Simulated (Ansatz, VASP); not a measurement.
# HfN: VASP beside Ansatz

```xyz
2
Lattice="0.0000 2.1111 2.1111 2.1111 0.0000 2.1111 2.1111 2.1111 0.0000" Properties=species:S:1:pos:R:3 pbc="T T T"
Hf    0.0000    0.0000    0.0000
N     2.1111    2.1111    2.1111
```

Change from the starting cell: volume scaled by 0.8, LAPW.

Alike in both runs: task single point; functional PBE; k mesh 15 × 15 × 15; occupations fermi-dirac, width 0.1 eV; no spin polarisation.

|  | VASP | Ansatz |
| --- | --- | --- |
| version | VASP 6.6.1 | Ansatz 0.2.0 |
| potentials or method | VASP PAW PBE potentials, release 64 (Hf_pv, N), cutoff 520 eV | all-electron LAPW, scalar-relativistic |

```csv
,VASP,Ansatz,Ansatz less VASP
pressure (GPa),91.9,94.3,+2.43
```

Both programs put the cell under a high pressure, so it lies far from rest at this level. Ansatz ran all-electron here, and VASP with PAW potentials.

Neither program's run includes spin-orbit coupling. Noted on VASP's run: the cell as given lies far from equilibrium.
